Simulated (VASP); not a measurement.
The system is Cu2W.

```
Cu W
1.0
     0.00000    2.89589    2.89589
     2.89589    0.00000    2.89589
     2.89589    2.89589    0.00000
Cu W
2 1
Direct
  0.25000 0.25000 0.25000
  0.75000 0.75000 0.75000
  0.00000 0.00000 0.00000
```

Base run:

```yaml
Program: VASP 6.6.1
Functional: PBE
Potentials_or_basis: VASP PAW PBE potentials, release 64 (Cu_sv_GW, W_sv)
Cutoff: 700 eV
k_mesh: 14 × 14 × 14
Occupations: gaussian, width 0.1 eV
Spin: no spin polarisation
```

Its results: band gap on the k mesh zero (band 26 reaches 7.04 eV, above the bottom of band 27 at 6.30 eV); pressure -2.3 GPa.

Problem. The run is repeated on the same cell with these changes: potentials or basis from VASP PAW PBE potentials, release 64 (Cu_sv_GW, W_sv) to VASP PAW PBE potentials, release 64 (Cu, W_sv); cutoff from 700 eV to 520 eV; further incar settings from ALGO = Normal; EDIFF = 1e-06; NBANDS = 33 to ALGO = Fast; EDIFF = 1e-06; NBANDS = 25; valence electrons from 52 to 36. What comes out?

Solution. Band gap on the k mesh zero (band 18 reaches 7.04 eV, above the bottom of band 19 at 6.31 eV); pressure 1.5 GPa.

Caveats: spin-orbit coupling is left out, which moves the levels of the heavy elements.
